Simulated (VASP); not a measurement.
# TiTe2 (P-3m1) in VASP: further runs, part 2 of 2

VASP 6.6.1.

## (5) Single point, LDA

This run uses another cell than the first one, of 27.83 Å³/atom, 1.040 times its volume.

Input file INCAR:

```
  PREC = Accurate
  ENCUT = 520
  EDIFF = 1E-6
  ISMEAR = -1
  SIGMA = 0.05
  LREAL = False
  LASPH = True
  NELM = 60
  ALGO = Normal
  ISIF = 2
  LWAVE = False
  LCHARG = True
  GGA = CA
  LELF = True
  LVHAR = True
  NBANDS = 19
```

Input file KPOINTS:

```
Automatic mesh
0
Gamma
  8 8 4
```

Input file POSCAR:

```
TiTe2
1.0
    3.8267030682      0.0000000000      0.0000000000
   -1.9133515341      3.3140220698      0.0000000000
    0.0000000000      0.0000000000      6.5835098060
Te Ti
2 1
Direct
    0.3333333333      0.6666666667      0.7372000000
    0.6666666667      0.3333333333      0.2628000000
    0.0000000000      0.0000000000      0.0000000000
```

Potentials or basis: VASP PAW LDA potentials, release 64 (Te, Ti_sv).

Command:

```console
$ cat potpaw_LDA.64/Te/POTCAR potpaw_LDA.64/Ti_sv/POTCAR > POTCAR
$ mpirun -np 1 vasp_std > vasp.out
```

OUTCAR:

```text
PREC = Accurate
   ENCUT = 520
   EDIFF = 1E-6
   ISMEAR = -1
   LREAL = False
   LASPH = True
   NELM = 60
   ISIF = 2
   GGA = CA

 ion  position               nearest neighbor table
   1  0.333  0.667  0.737-   3 2.81   3 2.81   3 2.81
   2  0.667  0.333  0.263-   3 2.81   3 2.81   3 2.81
   3  0.000  0.000  0.000-   1 2.81   2 2.81   1 2.81   2 2.81   2 2.81   1 2.81

  LATTYP: Found a hexagonal cell.
 ALAT       =     3.8267030682
 C/A-ratio  =     1.7204130262

  Lattice vectors:

[... 192 lines left out ...]
      5      -6.0064      2.00000
      6      -4.6270      2.00000
[... 505 lines left out ...]
      6      -4.1505      2.00000
[... 11 lines left out ...]
     18      11.3367      0.00000
     19      12.0465      0.00000

 [... further k-points ...]
[... 5 lines left out ...]
  --------------------------------------------------------------------------------------
  -------------------------------------------------------------------------------------
  Total       -3.1579817     -3.1579817     -3.1524171      0.0000000      0.0000000      0.0000000
  in kB      -60.6013841    -60.6013841    -60.4945997      0.0000000      0.0000000      0.0000000
  external PRESSURE =     -60.5657893 kB  Pullay stress =       0.0000000 kB

 VOLUME and BASIS-vectors are now :
 -----------------------------------------------------------------------------
  energy-cutoff  :      520.00
  volume of cell :       83.49
      direct lattice vectors                 reciprocal lattice vectors
     3.826703068  0.000000000  0.000000000     0.261321556  0.150874071  0.000000000
    -1.913351534  3.314022070  0.000000000     0.000000000  0.301748141  0.000000000
     0.000000000  0.000000000  6.583509806     0.000000000  0.000000000  0.151894662

 POSITION                                       TOTAL-FORCE (eV/Angst)
 -----------------------------------------------------------------------------------
     -0.00000      2.20935      4.85336        -0.000000      0.000000      0.578142
      1.91335      1.10467      1.73015         0.000000     -0.000000     -0.578142
      0.00000      0.00000      0.00000         0.000000      0.000000      0.000000
 -----------------------------------------------------------------------------------
    total drift:                                0.000000     -0.000000      0.000000

  FREE ENERGIE OF THE ION-ELECTRON SYSTEM (eV)
  ---------------------------------------------------
  free  energy   TOTEN  =       -18.1792810783 eV

  energy  without entropy=      -18.1670405413  energy(sigma->0) =      -18.17316081
```

OSZICAR:

```text
N       E                     dE             d eps       ncg     rms          rms(c)
DAV:   1     0.175295999807E+03    0.17530E+03   -0.10689E+04  1330   0.116E+03
DAV:   2    -0.398036727076E+01   -0.17928E+03   -0.17440E+03  1395   0.294E+02
DAV:   3    -0.201557433809E+02   -0.16175E+02   -0.15792E+02  2127   0.816E+01
DAV:   4    -0.207014471792E+02   -0.54570E+00   -0.54241E+00  1696   0.139E+01
DAV:   5    -0.207201969236E+02   -0.18750E-01   -0.18743E-01  1944   0.258E+00    0.118E+01
DAV:   6    -0.212461418804E+02   -0.52594E+00   -0.45440E+01  1466   0.386E+01    0.168E+01
DAV:   7    -0.185471860498E+02    0.26990E+01   -0.42702E+01  1695   0.356E+01    0.588E+00
DAV:   8    -0.182049291116E+02    0.34226E+00   -0.15687E+00  1576   0.791E+00    0.206E+00
DAV:   9    -0.182209673536E+02   -0.16038E-01   -0.66836E-01  1747   0.476E+00    0.209E+00
DAV:  10    -0.181883840163E+02    0.32583E-01   -0.55449E-01  1576   0.482E+00    0.976E-01
DAV:  11    -0.181793592068E+02    0.90248E-02   -0.63488E-02  1520   0.164E+00    0.429E-01
DAV:  12    -0.181794966457E+02   -0.13744E-03   -0.36854E-03  1559   0.420E-01    0.298E-01
DAV:  13    -0.181793054917E+02    0.19115E-03   -0.54224E-04  1680   0.154E-01    0.898E-02
DAV:  14    -0.181792979977E+02    0.74940E-05   -0.23749E-05  1575   0.321E-02    0.533E-02
DAV:  15    -0.181792893541E+02    0.86436E-05   -0.88673E-06  1428   0.205E-02    0.403E-02
DAV:  16    -0.181792809991E+02    0.83550E-05   -0.48456E-05  1684   0.423E-02    0.505E-03
DAV:  17    -0.181792810783E+02   -0.79154E-07   -0.92444E-07   964   0.852E-03
   1 F= -.18179281E+02 E0= -.18173161E+02  d E =-.122405E-01
```

stdout:

```text
POSCAR found type information on POSCAR TeTi
 POSCAR found :  2 types and       3 ions
 scaLAPACK will be used
 LDA part: xc-table for (Slater(with rela. corr.)+CA(PZ))
 , standard interpolation
 POSCAR, INCAR and KPOINTS ok, starting setup
 FFT: planning ... GRIDC
 FFT: planning ... GRID_SOFT
 FFT: planning ... GRID
 WAVECAR not read
 entering main loop
```

Wall time 62 s (1 thread of Intel Xeon Platinum 8375C at 2.90GHz (Ice Lake), shared host); peak memory 0.18 GiB.

Results:

```yaml
Free_energy: -18.1793 eV
Pressure: -6.1 GPa
Largest_force: 0.578 eV/Å
Band_gap_on_the_k_mesh: zero (band 12 reaches 6.54 eV, above the bottom of band 13 at 5.93 eV)
```

Forces in eV/Å, atoms in the order of the input:
```
Te   0.000  0.000  0.578
Te   0.000  0.000 -0.578
Ti   0.000  0.000  0.000
```

Levels at points of the mesh, in eV from the Fermi level:
| k point | band 9 | band 10 | band 11 | band 12 | band 13 | band 14 | band 15 | band 16 |
| --- | --- | --- | --- | --- | --- | --- | --- | --- |
| (0.00, 0.00, 0.00) | -1.58 | 0.33 | 0.38 | 0.38 | 0.55 | 1.01 | 1.01 | 2.93 |
| (0.50, 0.00, 0.00) | -2.55 | -2.26 | -1.65 | -1.06 | 0.03 | 1.06 | 1.36 | 2.34 |
| (0.00, 0.00, 0.50) | -1.51 | -1.51 | 0.37 | 0.37 | 0.72 | 0.72 | 0.92 | 3.33 |
| (0.50, 0.00, 0.50) | -2.27 | -1.91 | -0.92 | -0.56 | -0.23 | 1.06 | 1.34 | 2.52 |

Caveat: spin-orbit coupling is left out, which moves the levels of the heavy elements.

## (6) The runs side by side

```tsv
level	potentials or basis	cell	gap on the mesh (eV)	pressure (GPa)	largest force (eV/Å)
PBE	VASP PAW PBE potentials, release 64 (Te, Ti_sv)	a = 3.777, b = 3.777, c = 6.498 Å, angles 90.0, 90.0, 120.0°, 3 atoms	none	0.9	0.02
PBE	VASP PAW PBE potentials, release 64 (Te, Ti_sv)	a = 3.802, b = 3.802, c = 6.541 Å, angles 90.0, 90.0, 120.0°, 3 atoms	none	-0.4	0.14
LDA	VASP PAW LDA potentials, release 64 (Te, Ti_sv)	a = 3.827, b = 3.827, c = 6.584 Å, angles 90.0, 90.0, 120.0°, 3 atoms	none	-6.1	0.58
```

Alike in all rows: task single point; no spin polarisation; k mesh 8 × 8 × 4; cutoff (eV) 520; smearing fermi-dirac 0.05 eV.

Caveats: spin-orbit coupling is left out, which moves the levels of the heavy elements; this functional lacks dispersion, which binds the layers, so the pressure and a relaxed spacing across them are unreliable (some runs).

Absolute energies hang on the potentials; compare differences alone.
